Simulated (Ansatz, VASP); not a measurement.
# Two plane-wave programs on SrLiH3

```
Li Sr H
1.0
     4.86233    0.00000    0.00000
     0.00000    4.86233    0.00000
     0.00000    0.00000    4.86233
Li Sr H
1 1 3
Cartesian
  0.0000 0.0000 0.0000
  2.4312 2.4312 2.4312
  0.0000 2.4312 2.4312
  2.4312 0.0000 2.4312
  2.4312 2.4312 0.0000
```

Change from the starting cell: strain +0.050 along x and y, +0.050 along z, atoms carried along.

Alike in both runs: task single point; functional PBE; k mesh 6 × 6 × 6; occupations gaussian, width 0.05 eV; no spin polarisation.

|  | VASP | Ansatz |
| --- | --- | --- |
| version | VASP 6.6.1 | Ansatz 0.2.0 |
| potentials or method | VASP PAW PBE potentials, release 64 (Li_sv, Sr_sv, H), cutoff 520 eV | scalar-relativistic, plane waves, PAW |
| valence electrons in the cell | 16 | 16 |

VASP gave:

| Property | Result |
| --- | --- |
| gap on the k mesh at the Fermi level (eV) | 1.99 |
| least direct gap on the mesh (eV) | 2.33 |

Problem. Estimate Ansatz's values.

Solution. gap on the k mesh at the Fermi level (eV): 2.00; least direct gap on the mesh (eV): 2.33.

The functional is the same, so the differences come from potentials, cutoffs and numerics.

Noted on VASP's run: the cutoff is under 1.25 times that of the potentials, so the pressure is a little rough.
